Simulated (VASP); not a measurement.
# C (Fd-3m) in VASP: further runs

The runs below take C through single point, with PBE, r2SCAN.

Everything below comes from runs of VASP 6.6.1. Logs are shortened: lines on timing, memory, paths and dates and some standing lists are left out, and cuts for length are marked.

## Step 1: The cell of the first run

The structure is cubic, space group Fd-3m (No. 227). Conventional cell: a = 3.642 Å, b = 3.642 Å, c = 3.642 Å, α = 90.00°, β = 90.00°, γ = 90.00°. Within 2.1 Å of C (site symmetry -43m) lie 4 C at 1.58 Å.

## Step 2: Single point, PBE

File INCAR:

```
SYSTEM = C
  ALGO = Normal
  EDIFF = 1E-6
  ENCUT = 520
  GGA = PE
  ISIF = 2
  ISMEAR = -1
  LASPH = .True.
  LCHARG = .False.
  LREAL = .False.
  LWAVE = .False.
  NBANDS = 11
  NELM = 80
  PREC = Accurate
  SIGMA = 0.06122561905347299
```

File KPOINTS:

```
k-points
0
Gamma
  18 18 18
  0 0 0
```

File POSCAR:

```
C
1.0
    0.0000000000      1.8211020964      1.8211020964
    1.8211020964      0.0000000000      1.8211020964
    1.8211020964      1.8211020964      0.0000000000
C
2
Direct
    0.0000000000      0.0000000000      0.0000000000
    0.2500000000      0.2500000000      0.2500000000
```

Potentials or basis: VASP PAW PBE potentials, release 64 (C).

Run with:

```console
$ cat potpaw_PBE.64/C/POTCAR > POTCAR
$ mpirun -np 1 vasp_std > vasp.out
```

OUTCAR:

```text
SYSTEM = C
   EDIFF = 1E-6
   ENCUT = 520
   GGA = PE
   ISIF = 2
   ISMEAR = -1
   LASPH = .True.
   LREAL = .False.
   NELM = 80
   PREC = Accurate

 ion  position               nearest neighbor table
   1  0.000  0.000  0.000-   2 1.58   2 1.58   2 1.58   2 1.58
   2  0.250  0.250  0.250-   1 1.58   1 1.58   1 1.58   1 1.58

  LATTYP: Found a face centered cubic cell.
 ALAT       =     3.6422041928

  Lattice vectors:

 A1 = (   0.0000000000,   1.8211020964,   1.8211020964)
 A2 = (   1.8211020964,   0.0000000000,   1.8211020964)
 A3 = (   1.8211020964,   1.8211020964,   0.0000000000)

Analysis of symmetry for initial positions (statically):
=====================================================================
 Subroutine PRICEL returns:
 Original cell was already a primitive cell.

 Routine SETGRP: Setting up the symmetry group for a
 face centered cubic supercell.

 Subroutine GETGRP returns: Found 48 space group operations
 (whereof 24 operations were pure point group operations)
 out of a pool of 48 trial point group operations.

The static configuration has the point symmetry T_d .
 The point group associated with its full space group is O_h .

Analysis of symmetry for dynamics (positions and initial velocities):
=====================================================================
 Subroutine PRICEL returns:
 Original cell was already a primitive cell.

 Routine SETGRP: Setting up the symmetry group for a
 face centered cubic supercell.

 Subroutine GETGRP returns: Found 48 space group operations
 (whereof 24 operations were pure point group operations)
 out of a pool of 48 trial point group operations.

The dynamic configuration has the point symmetry T_d .
 The point group associated with its full space group is O_h .

 Subroutine INISYM returns: Found 48 space group operations
 (whereof 24 operations are pure point group operations),
 and found     1 'primitive' translations

----------------------------------------------------------------------------------------

                                     Primitive cell

  volume of cell :      12.0791

  direct lattice vectors                    reciprocal lattice vectors
     0.000000000  1.821102096  1.821102096    -0.274559016  0.274559016  0.274559016
     1.821102096  0.000000000  1.821102096     0.274559016 -0.274559016  0.274559016
     1.821102096  1.821102096  0.000000000     0.274559016  0.274559016 -0.274559016

  length of vectors
     2.575427283  2.575427283  2.575427283     0.475550166  0.475550166  0.475550166

  position of ions in fractional coordinates (direct lattice)
     0.000000000  0.000000000  0.000000000
     0.250000000  0.250000000  0.250000000

  ion indices of the primitive-cell ions
   primitive index   ion index
                 1           1
                 2           2

----------------------------------------------------------------------------------------

 KPOINTS: k-points

Automatic generation of k-mesh.
 Grid dimensions read from file:
 generate k-points for:   18   18   18

 Generating k-lattice:

  Cartesian coordinates                     Fractional coordinates (reciprocal lattice)
    -0.015253279  0.015253279  0.015253279     0.055555556  0.000000000  0.000000000
     0.015253279 -0.015253279  0.015253279     0.000000000  0.055555556  0.000000000
     0.015253279  0.015253279 -0.015253279     0.000000000  0.000000000  0.055555556

  Length of vectors
     0.026419454  0.026419454  0.026419454

  Shift w.r.t. Gamma in fractional coordinates (k-lattice)
     0.000000000  0.000000000  0.000000000

 Subroutine IBZKPT returns following result:
 ===========================================

 Found    195 irreducible k-points:

 Following reciprocal coordinates:
            Coordinates               Weight
  0.000000  0.000000  0.000000      1.000000
  0.055556  0.000000  0.000000      8.000000
  0.111111  0.000000  0.000000      8.000000
  0.166667  0.000000  0.000000      8.000000
  0.222222  0.000000  0.000000      8.000000
  0.277778  0.000000  0.000000      8.000000
[... 16 lines left out ...]
 -0.277778  0.055556  0.000000     24.000000
 -0.222222  0.055556  0.000000     24.000000
 [... further k-points ...]
   k-points           NKPTS =    195   k-points in BZ     NKDIM =    195   number of bands    NBANDS=     11
   number of dos      NEDOS =    301   number of ions     NIONS =      2
   total plane-waves  NPLWV =   8000
   dimension x,y,z NGX =    20 NGY =   20 NGZ =   20
   dimension x,y,z NGXF=    40 NGYF=   40 NGZF=   40
   ions per type =               2
   NGX,Y,Z   is equivalent  to a cutoff of  12.91, 12.91, 12.91 a.u.
   NGXF,Y,Z  is equivalent  to a cutoff of  25.82, 25.82, 25.82 a.u.
 SYSTEM =  C
   PREC   = accura    normal or accurate (medium, high low for compatibility)
   ISTART =      0    job   : 0-new  1-cont  2-samecut
   ICHARG =      2    charge: 1-file 2-atom 10-const
   ISPIN  =      1    spin polarized calculation?
   LNONCOLLINEAR =      F non collinear calculations
   LSORBIT =      F    spin-orbit coupling
   LASPH  =      T    aspherical Exc in radial PAW
   ENCUT  =  520.0 eV  38.22 Ry    6.18 a.u.   4.79  4.79  4.79*2*pi/ulx,y,z
   NELM   =     80;   NELMIN=  2; NELMDL= -5     # of ELM steps
   EDIFF  = 0.1E-05   stopping-criterion for ELM
   LREAL  =      F    real-space projection
   EDIFFG = 0.1E-04   stopping-criterion for IOM
   NSW    =      0    number of steps for IOM
   IBRION =     -1    ionic relax: 0-MD 1-quasi-New 2-CG
   NFREE  =      0    steps in history (QN), initial steepest desc. (CG)
   ISIF   =      2    stress and relaxation
   ISYM   =      2    0-nonsym 1-usesym 2-fastsym
   POTIM  = 0.5000    time-step for ionic-motion
   TEBEG  =    0.0;   TEEND  =   0.0 temperature during run
   PSTRESS=    0.0 pullay stress
   NELECT =       8.0000    total number of electrons
   NUPDOWN=      -1.0000    fix difference up-down
   EMIN   =  10.00;   EMAX   =-10.00  energy-range for DOS
   EFERMI =   0.00;   METHOD = LEGACY
   ISMEAR =    -1;   SIGMA  =   0.06  broadening in eV -4-tet -1-fermi 0-gaus
   EFERMI_NEDOS =   21; number of points for ismear=-14 and -15
   IALGO  =     38    algorithm
   IMIX   =      4    mixing-type and parameters
     AMIX     =   0.40;   BMIX     =  1.00
     AMIX_MAG =   1.60;   BMIX_MAG =  1.00
  volume/ion in A,a.u.               =       6.04        40.76
  Fermi-wavevector in a.u.,A,eV,Ry     =   1.427011  2.696659 27.706350  2.036359
  Thomas-Fermi vector in A             =   2.547226
   LORBIT       =      0    0 simple, 1 ext, 2 COOP (PROOUT), +10 PAW based schemes
   GGA     = PE    functional components
[... 5 lines left out ...]
 non-spin polarized calculation
  energy-cutoff  :      520.00
  volume of cell :       12.08
 maximum number of plane-waves:       332
   NGX =  9   NGY =  9   NGZ =  9

 number of electron       8.0000002 magnetization

 Free energy of the ion-electron system (eV)
  ---------------------------------------------------
  ext. energy  EPLUGINS =         0.00000000
  ---------------------------------------------------
  free energy    TOTEN  =       -18.13776572 eV

  energy without entropy =      -18.13776572  energy(sigma->0) =      -18.13776572

 E-fermi :   9.9723     XC(G=0): -12.9377

 val. band max:        8.8421989972   @ k =   0.0000   0.0000   0.0000
 cond. band min:      12.8546225823   @ k =   0.3333   0.3333   0.0000
 fundamental gap:      4.0124235850
 Fermi energy:         9.9723329138

 k-point     1 :       0.0000    0.0000    0.0000
  band No.  band energies     occupation
      1     -11.8091      2.00000
      2       8.8422      2.00000
      3       8.8422      2.00000
      4       8.8422      2.00000
      5      14.2598      0.00000
      6      14.2598      0.00000
      7      14.2598      0.00000
      8      20.7648      0.00000
      9      27.3541      0.00000
     10      34.7000      0.00000
     11      34.7000      0.00000

 k-point     2 :       0.0556    0.0000    0.0000
  band No.  band energies     occupation
      1     -11.7273      2.00000
      2       8.2816      2.00000
      3       8.7015      2.00000
      4       8.7015      2.00000
      5      14.4438      0.00000
      6      14.4438      0.00000
      7      14.5854      0.00000
      8      20.8575      0.00000
      9      27.4993      0.00000
     10      33.3952      0.00000
     11      33.3952      0.00000

 k-point     3 :       0.1111    0.0000    0.0000
  band No.  band energies     occupation
      1     -11.4821      2.00000
      2       6.9393      2.00000
      3       8.3425      2.00000
      4       8.3425      2.00000
      5      14.9172      0.00000
      6      14.9172      0.00000
      7      15.2367      0.00000
      8      21.1365      0.00000
      9      27.8778      0.00000
     10      32.0693      0.00000
     11      32.0693      0.00000

 k-point     4 :       0.1667    0.0000    0.0000
  band No.  band energies     occupation
      1     -11.0751      2.00000
      2       5.2547      2.00000
      3       7.8844      2.00000
      4       7.8844      2.00000
      5      15.5179      0.00000
      6      15.5179      0.00000
      7      15.8314      0.00000
      8      21.5881      0.00000
      9      28.3288      0.00000
     10      31.1608      0.00000
     11      31.1608      0.00000

 k-point     5 :       0.2222    0.0000    0.0000
  band No.  band energies     occupation
      1     -10.5095      2.00000
      2       3.4503      2.00000
      3       7.4193      2.00000
      4       7.4193      2.00000
      5      16.0943      0.00000
      6      16.0943      0.00000
      7      16.2540      0.00000
      8      22.1573      0.00000
      9      28.6577      0.00000
     10      30.7463      0.00000
     11      30.7463      0.00000
[... 211 lines left out ...]
 k-point    21 :      -0.3889    0.0556    0.0000
  band No.  band energies     occupation
      1      -7.5470      2.00000
      2      -2.1909      2.00000
      3       5.8328      2.00000
      4       6.4044      2.00000
      5      16.9536      0.00000
      6      17.0155      0.00000
      7      17.2331      0.00000
      8      23.6662      0.00000
      9      29.2289      0.00000
     10      31.8989      0.00000
     11      32.2985      0.00000

 k-point    22 :      -0.3333    0.0556    0.0000
  band No.  band energies     occupation
      1      -8.5461      2.00000
      2      -0.6228      2.00000
      3       5.9586      2.00000
      4       6.7231      2.00000
      5      16.7848      0.00000
      6      16.9238      0.00000
      7      17.2020      0.00000
      8      23.2592      0.00000
      9      29.0271      0.00000
     10      30.7464      0.00000
     11      32.1732      0.00000

 k-point    23 :      -0.2778    0.0556    0.0000
  band No.  band energies     occupation
      1      -9.4484      2.00000
      2       1.0888      2.00000
      3       6.1932      2.00000
      4       7.1195      2.00000
      5      16.4406      0.00000
      6      16.8047      0.00000
      7      17.0593      0.00000
      8      22.7371      0.00000
      9      28.9271      0.00000
     10      29.9562      0.00000
     11      31.6932      0.00000

 k-point    24 :      -0.2222    0.0556    0.0000
  band No.  band energies     occupation
      1     -10.2151      2.00000
      2       2.8750      2.00000
      3       6.5310      2.00000
      4       7.5709      2.00000
      5      15.9631      0.00000
      6      16.5665      0.00000
      7      16.7438      0.00000
      8      22.1925      0.00000
      9      28.8212      0.00000
     10      29.6629      0.00000
     11      31.3536      0.00000

 [... further k-points ...]
[... 5 lines left out ...]
  --------------------------------------------------------------------------------------
  -------------------------------------------------------------------------------------
  Total       -1.6846937     -1.6846937     -1.6846937      0.0000000      0.0000000      0.0000000
  in kB     -223.4594201   -223.4594201   -223.4594201      0.0000000      0.0000000      0.0000000
  external PRESSURE =    -223.4594201 kB  Pullay stress =       0.0000000 kB

 VOLUME and BASIS-vectors are now :
 -----------------------------------------------------------------------------
  energy-cutoff  :      520.00
  volume of cell :       12.08
      direct lattice vectors                 reciprocal lattice vectors
     0.000000000  1.821102096  1.821102096    -0.274559016  0.274559016  0.274559016
     1.821102096  0.000000000  1.821102096     0.274559016 -0.274559016  0.274559016
     1.821102096  1.821102096  0.000000000     0.274559016  0.274559016 -0.274559016

 POSITION                                       TOTAL-FORCE (eV/Angst)
 -----------------------------------------------------------------------------------
      0.00000      0.00000      0.00000         0.000000      0.000000     -0.000000
      0.91055      0.91055      0.91055        -0.000000     -0.000000      0.000000
 -----------------------------------------------------------------------------------
    total drift:                                0.000000      0.000000      0.000000

  FREE ENERGIE OF THE ION-ELECTRON SYSTEM (eV)
  ---------------------------------------------------
  free  energy   TOTEN  =       -18.1377657214 eV

  energy  without entropy=      -18.1377657214  energy(sigma->0) =      -18.13776572
```

Run time: 27 s. Hardware: 1 thread of Intel Xeon 8259CL, shared host; peak memory 0.13 GiB.

Results:

```
Free energy            : -18.1378 eV
Pressure               : -22.3 GPa
Band gap on the k mesh : 4.01 eV, indirect (least direct gap 5.42 eV)
```

A k mesh can miss the band edges.

## Step 3: Single point, r2SCAN

This run uses another cell than the first one, of 5.24 Å³/atom, 0.868 times its volume.

File POSCAR:

```
C
1.0
    0.0000000000      1.7371138450      1.7371138450
    1.7371138450      0.0000000000      1.7371138450
    1.7371138450      1.7371138450      0.0000000000
C
2
Direct
    0.0000000000      0.0000000000      0.0000000000
    0.2500000000      0.2500000000      0.2500000000
```

File INCAR.step1:

```
SYSTEM = C
  PREC = Accurate
  ENCUT = 520
  ISMEAR = -1
  SIGMA = 0.1
  LREAL = .FALSE.
  LASPH = .TRUE.
  NELM = 60
  NBANDS = 11
  GGA = PE
  ALGO = Normal
  EDIFF = 1E-4
  LWAVE = .TRUE.
  LCHARG = .FALSE.
```

File INCAR.step2:

```
SYSTEM = C
  PREC = Accurate
  ENCUT = 520
  EDIFF = 1E-6
  ISMEAR = -1
  SIGMA = 0.1
  LREAL = .FALSE.
  LASPH = .TRUE.
  NELM = 60
  ALGO = Normal
  ISIF = 2
  LWAVE = .FALSE.
  LCHARG = .TRUE.
  METAGGA = R2SCAN
  LMIXTAU = .TRUE.
  LELF = .TRUE.
  LVHAR = .TRUE.
  NBANDS = 11
  ISTART = 1
```

File KPOINTS:

```
Automatic mesh
0
G
  16 16 16
  0 0 0
```

Potentials or basis: VASP PAW PBE potentials, release 64 (C).

Run with:

```console
$ cat potpaw_PBE.64/C/POTCAR > POTCAR
$ cp INCAR.step1 INCAR
$ mpirun -np 1 vasp_std > vasp.out
$ cp INCAR.step2 INCAR
$ mpirun -np 1 vasp_std > vasp.out
```

Wall time 87 s (1 thread of Intel Xeon 8259CL, shared host); peak memory 0.13 GiB.

The run converged. Its results:

```
Free energy            : -19.5601 eV
Pressure               : 39.3 GPa
Band gap on the k mesh : 4.51 eV, indirect (least direct gap 6.05 eV)
```

Levels at points of the mesh, in eV from the valence-band top:
| k point | band 2 | band 3 | band 4 | band 5 | band 6 | band 7 |
| --- | --- | --- | --- | --- | --- | --- |
| (0.00, 0.00, 0.00) | 0.00 | 0.00 | 0.00 | 6.05 | 6.05 | 6.05 |
| (0.50, 0.00, 0.00) | -14.97 | -3.20 | -3.20 | 9.21 | 9.21 | 10.27 |
| (0.50, 0.50, 0.00) | -14.18 | -7.17 | -7.17 | 5.17 | 5.17 | 19.16 |

Caveat: the PAW data sets were made with another functional, which shifts forces and pressure a little. r2SCAN opens gaps a little over a GGA but as a rule still falls short of measured ones.

## Step 4: Single point, r2SCAN

This run uses another cell than the first one, of 5.24 Å³/atom, 0.868 times its volume.

POSCAR is that of step 3.

File INCAR.step1:

```
PREC = Accurate
ENCUT = 520
ISMEAR = -1
SIGMA = 0.1
LREAL = False
LASPH = True
NELM = 100
NBANDS = 11
GGA = PE
ALGO = Normal
EDIFF = 1E-4
LWAVE = True
LCHARG = False
```

File INCAR.step2:

```
PREC = Accurate
ENCUT = 520
EDIFF = 1E-7
ISMEAR = -1
SIGMA = 0.1
LREAL = False
LASPH = True
NELM = 100
ALGO = Normal
ISIF = 2
LWAVE = False
LCHARG = False
METAGGA = R2SCAN
LMIXTAU = True
NBANDS = 11
ISTART = 1
```

File KPOINTS:

```
regular mesh
0
Gamma
  16 16 16
```

Run with:

```console
$ cat potpaw_PBE.64/C/POTCAR > POTCAR
$ cp INCAR.step1 INCAR
$ mpirun -np 1 vasp_std > vasp.out
$ cp INCAR.step2 INCAR
$ mpirun -np 1 vasp_std > vasp.out
```

It took 99 s on 1 thread of Intel Xeon 8259CL, shared host; peak memory 0.12 GiB.

Results (log left out):

```yaml
Free_energy: -19.5601 eV
Pressure: 39.3 GPa
Band_gap_on_the_k_mesh: 4.51 eV, indirect (least direct gap 6.05 eV)
```

Levels at points of the mesh, in eV from the valence-band top:
```
           k point  band 1  band 2  band 3  band 4  band 5  band 6  band 7  band 8  band 9
(0.00, 0.00, 0.00)  -23.82    0.00    0.00    0.00    6.05    6.05    6.05   15.76   21.52
(0.50, 0.00, 0.00)  -17.40  -14.97   -3.20   -3.20    9.21    9.21   10.27   17.46   24.47
(0.50, 0.50, 0.00)  -14.18  -14.18   -7.17   -7.17    5.17    5.17   19.16   19.16   26.23
```

Caveat: the PAW data sets were made with another functional, which shifts forces and pressure a little.

## Step 5: Single point, r2SCAN

This run uses another cell than the first one, of 5.41 Å³/atom, 0.896 times its volume.

File POSCAR:

```
C
1.0
    0.0000000000      1.7557939208      1.7557939208
    1.7557939208      0.0000000000      1.7557939208
    1.7557939208      1.7557939208      0.0000000000
C
2
Direct
    0.0000000000      0.0000000000      0.0000000000
    0.2500000000      0.2500000000      0.2500000000
```

File INCAR.step1:

```
SYSTEM = C
ALGO = Normal ; EDIFF = 1E-4
ENCUT = 520 ; GGA = PE
ISMEAR = -1 ; LASPH = .TRUE.
LCHARG = .FALSE. ; LREAL = .FALSE.
LWAVE = .TRUE. ; NBANDS = 11
NELM = 60 ; PREC = Accurate
SIGMA = 0.1
```

File INCAR.step2:

```
SYSTEM = C
ALGO = Normal ; EDIFF = 1E-6
ENCUT = 520 ; ISIF = 2
ISMEAR = -1 ; ISTART = 1
LASPH = .TRUE. ; LCHARG = .FALSE.
LMIXTAU = .TRUE. ; LREAL = .FALSE.
LWAVE = .FALSE. ; METAGGA = R2SCAN
NBANDS = 11 ; NELM = 60
PREC = Accurate ; SIGMA = 0.1
```

File KPOINTS:

```
k-points
0
G
  16 16 16
  0 0 0
```

Run with:

```console
$ cat potpaw_PBE.64/C/POTCAR > POTCAR
$ cp INCAR.step1 INCAR
$ mpirun -np 1 vasp_std > vasp.out
$ cp INCAR.step2 INCAR
$ mpirun -np 1 vasp_std > vasp.out
```

It took 85 s on 1 thread of Intel Xeon 8259CL, shared host; peak memory 0.12 GiB.

The run converged. Its results:

* Free energy: -19.6251 eV
* Pressure: 21.4 GPa
* Band gap on the k mesh: 4.43 eV, indirect (least direct gap 5.96 eV)

Levels at points of the mesh, in eV from the valence-band top:
| k point | band 2 | band 3 | band 4 | band 5 | band 6 | band 7 |
| --- | --- | --- | --- | --- | --- | --- |
| (0.00, 0.00, 0.00) | 0.00 | 0.00 | 0.00 | 5.96 | 5.96 | 5.96 |
| (0.50, 0.00, 0.00) | -14.59 | -3.11 | -3.11 | 9.07 | 9.07 | 9.80 |
| (0.50, 0.50, 0.00) | -13.93 | -6.96 | -6.96 | 5.10 | 5.10 | 18.63 |

Caveat: the PAW data sets were made with another functional, which shifts forces and pressure a little. r2SCAN opens gaps a little over a GGA but as a rule still falls short of measured ones.

## Step 6: Overview

| level | cell | k mesh | smearing | gap on the mesh (eV) | pressure (GPa) |
| --- | --- | --- | --- | --- | --- |
| PBE | a = 2.575 Å, angles 60.0°, 2 atoms | 18 × 18 × 18 | fermi-dirac 0.0612256 eV | 4.01 | -22.3 |
| r2SCAN | a = 2.457 Å, angles 60.0°, 2 atoms | 16 × 16 × 16 | fermi-dirac 0.1 eV | 4.51 | 39.3 |
| r2SCAN | a = 2.483 Å, angles 60.0°, 2 atoms | 16 × 16 × 16 | fermi-dirac 0.1 eV | 4.43 | 21.4 |

Alike in all rows: task single point; potentials or basis VASP PAW PBE potentials, release 64 (C); no spin polarisation; cutoff (eV) 520.

Caveats: the PAW data sets were made with another functional, which shifts forces and pressure a little (some runs).

Absolute energies hang on the potentials; compare differences alone.
